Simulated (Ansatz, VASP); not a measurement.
**Au: VASP beside Ansatz**

POSCAR

```
Au
1.0
   -1.5744055500      1.5744055500      1.6987007250
    1.5744055500     -1.5744055500      1.6987007250
    1.5744055500      1.5744055500     -1.6987007250
Au
1
Direct
    0.0000000000      0.0000000000      0.0000000000
```

The input INCAR.step1:

```
SYSTEM = Au
ALGO = Normal
EDIFF = 1E-4
ENCUT = 520
GGA = PE
ISMEAR = 0
LASPH = .TRUE.
LCHARG = .FALSE.
LREAL = .FALSE.
LWAVE = .TRUE.
NBANDS = 12
NELM = 80
PREC = Accurate
SIGMA = 0.15
```

Contents of INCAR.step2:

```
SYSTEM = Au
ALGO = Normal
EDIFF = 1E-6
ENCUT = 520
ISIF = 2
ISMEAR = 0
ISTART = 1
LASPH = .TRUE.
LCHARG = .FALSE.
LMIXTAU = .TRUE.
LREAL = .FALSE.
LWAVE = .FALSE.
METAGGA = R2SCAN
NBANDS = 12
NELM = 80
PREC = Accurate
SIGMA = 0.15
```

File KPOINTS:

```
k-points
0
G
  20 20 20
  0 0 0
```

Input for Ansatz:

```yaml
crystal:
  lattice:
    - [-1.57440555, 1.57440555, 1.698700725]
    - [1.57440555, -1.57440555, 1.698700725]
    - [1.57440555, 1.57440555, -1.698700725]
  atoms:
    - { symbol: Au, position: [0.0, 0.0, 0.0] }
basis:
  ecutwfc: 500
kpoints:
  mp_grid: { grid: [20, 20, 20] }
hamiltonian:
  xc: r2scan
scf:
  occupations: { method: gaussian, width: 0.15 }
output:
  forces: true
  stress: true
  eigenvalues: true
```

Change from the starting cell: strain -0.050 along x and y, +0.025 along z, atoms carried along.

Alike in both runs: task single point; functional r2SCAN; k mesh 20 × 20 × 20; occupations gaussian, width 0.15 eV; no spin polarisation.

|  | VASP | Ansatz |
| --- | --- | --- |
| version | VASP 6.6.1 | Ansatz 0.2.0 |
| potentials or method | VASP PAW PBE potentials, release 64 (Au), cutoff 520 eV | scalar-relativistic, plane waves, PAW |
| valence electrons in the cell | 11 | 19 |

|  | VASP | Ansatz | Ansatz less VASP |
| --- | --- | --- | --- |
| gap on the k mesh at the Fermi level (eV) | none | none | - |
| pressure (GPa) | 7.8 | 7.5 | -0.38 |
| traceless stress, the component that is largest in VASP (GPa) | 0.37 | 0.35 | -0.022 |

VASP's potentials were made for PBE, not for r2SCAN. A gap of «none» marks a metal or a gap that the smearing closes. VASP's potentials hold 11 valence electrons a cell and Ansatz's 19, so a difference there can come from the potentials and not from the codes.

Neither program's run includes spin-orbit coupling.
